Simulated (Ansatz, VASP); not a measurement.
Re: VASP beside Ansatz

```
Re
1.0
     2.67507    0.00000    0.00000
    -1.33753    2.31668    0.00000
     0.00000    0.00000    8.50969
Re
4
Direct
  0.00000 0.00000 0.00000
  0.33333 0.66667 0.25000
  0.00000 0.00000 0.50000
  0.66667 0.33333 0.75000
```

Alike in both runs: task single point; functional PBEsol; k mesh 18 × 18 × 6; occupations gaussian, width 0.1 eV; no spin polarisation.

|  | VASP | Ansatz |
| --- | --- | --- |
| version | VASP 6.6.1 | Ansatz 0.2.0 |
| potentials or method | VASP PAW PBE potentials, release 64 (Re), cutoff 600 eV | scalar-relativistic, plane waves, PAW |
| valence electrons in the cell | 28 | 60 |

VASP gave:

```
gap on the k mesh at the Fermi level (eV)                     : none
pressure (GPa)                                                : 49.5
traceless stress, the component that is largest in VASP (GPa) : 6.33
```

**Question.** What did Ansatz give for the same quantities?

**Answer.** gap on the k mesh at the Fermi level (eV): none; pressure (GPa): 47.9; traceless stress, the component that is largest in VASP (GPa): 6.39.

VASP's potentials were made for PBE, not for PBEsol. A gap of «none» marks a metal or a gap that the smearing closes. Both programs put the cell under a high pressure, so it lies far from rest at this level. With one functional, cell and mesh, what is left measures potentials, basis and numerics. VASP's potentials hold 28 valence electrons a cell and Ansatz's 60, so a difference there can come from the potentials and not from the codes.

Neither program's run includes spin-orbit coupling.
